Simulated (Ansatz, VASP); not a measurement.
**SnS: VASP beside Ansatz**

```
CELL_PARAMETERS angstrom
10.97374 0.00000 0.00000
0.00000 3.95273 0.00000
0.00000 0.00000 4.18703
ATOMIC_POSITIONS crystal
Sn 0.61776 0.25000 0.39001
Sn 0.38224 0.75000 0.60999
Sn 0.88224 0.75000 0.89001
Sn 0.11776 0.25000 0.10999
S 0.35397 0.25000 0.02626
S 0.64603 0.75000 0.97374
S 0.14603 0.75000 0.52626
S 0.85397 0.25000 0.47374
```

Alike in both runs: functional LDA; k mesh 4 × 8 × 8; occupations gaussian, width 0.02 eV; no spin polarisation.

Ansatz relaxed the structure, and its values are those at the end. VASP's run is a single point on that final structure, the one shown.

|  | VASP | Ansatz |
| --- | --- | --- |
| version | VASP 6.6.1 | Ansatz 0.2.0 |
| potentials or method | VASP PAW LDA potentials, release 64 (Sn_d, S), cutoff 500 eV | scalar-relativistic, plane waves, PAW |
| valence electrons in the cell | 80 | 80 |

```tsv
	VASP	Ansatz	Ansatz less VASP
gap on the k mesh at the Fermi level (eV)	0.63	0.66	+0.027
least direct gap on the mesh (eV)	1.05	1.07	+0.024
pressure (GPa)	0.0	0.0	-0.02
rms of the force components (eV/Å)	0.010	0.000	-0.0096
```

Ansatz warns that its potentials were made for another functional, while VASP's fit it. LDA's correlation is that of Perdew and Zunger in VASP and of Perdew and Wang (1992) in Ansatz.
